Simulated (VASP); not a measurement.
Input of a VASP 6.6.1 run:

INCAR

```
ALGO     = Normal         # electronic algorithm
EDIFF    = 1E-6           # SCF threshold, eV
ENCUT    = 520            # plane-wave cutoff, eV
GGA      = PS             # functional
ISIF     = 2              # what is computed and relaxed
ISMEAR   = -1             # smearing method
LASPH    = T              # aspherical terms in the spheres
LCHARG   = T              # write CHGCAR
LELF     = T              # ELF
LREAL    = F              # projectors in reciprocal space
LVHAR    = T            
LWAVE    = F              # write WAVECAR
NBANDS   = 9              # bands
NELM     = 80             # most SCF steps
PREC     = Accurate       # precision mode
SIGMA    = 0.01           # smearing width, eV
```

Contents of KPOINTS:

```
k-points
0
Gamma
  5 5 5
```

The input POSCAR:

```
Se
1.0
    3.7843200000      0.0000000000      0.0000000000
    0.0000000000      3.7843200000      0.0000000000
    0.0000000000      0.0000000000      3.7843200000
Se
1
Direct
    0.5000000000      0.5000000000      0.5000000000
```

Potentials or basis: VASP PAW PBE potentials, release 64 (Se).

The run is started by

```bash
$ cat potpaw_PBE.64/Se/POTCAR > POTCAR
$ mpirun -np 1 vasp_std > vasp.out
```

(1) Estimate the band gap on the k mesh.

(2) What does it give for the pressure?

Answers

(1) zero (band 3 reaches -1.78 eV, above the bottom of band 4 at -3.34 eV).

(2) -7.1 GPa.

Caveat: the PAW data sets were made with another functional, which shifts forces and pressure a little.
